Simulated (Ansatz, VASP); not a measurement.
## ScAs2: VASP beside Ansatz

```
Sc As
1.0
     4.74155    0.00000    0.00000
    -2.37078    4.10631    0.00000
     0.00000    0.00000    3.29766
Sc As
1 2
Direct
  0.00000 0.00000 0.00000
  0.33333 0.66667 0.50000
  0.66667 0.33333 0.50000
```

Change from the starting cell: species swapped into the LuCd2 type (P6/mmm, No. 191).

Alike in both runs: task single point; functional PBE; k mesh 6 × 6 × 6; occupations gaussian, width 0.1 eV; no spin polarisation.

```csv
,VASP,Ansatz
version,VASP 6.6.1,Ansatz 0.2.0
potentials or method,"VASP PAW PBE potentials, release 64 (Sc_sv, As), cutoff 520 eV","scalar-relativistic, plane waves, PAW"
valence electrons in the cell,21,41
```

```csv
,VASP,Ansatz,Ansatz less VASP
gap on the k mesh at the Fermi level (eV),none,none,-
pressure (GPa),-4.9,-5.0,-0.13
"traceless stress, the component that is largest in VASP (GPa)",0.64,0.70,+0.054
```

A gap of «none» marks a metal or a gap that the smearing closes. With one functional, cell and mesh, what is left measures potentials, basis and numerics. VASP's potentials hold 21 valence electrons a cell and Ansatz's 41, so a difference there can come from the potentials and not from the codes.
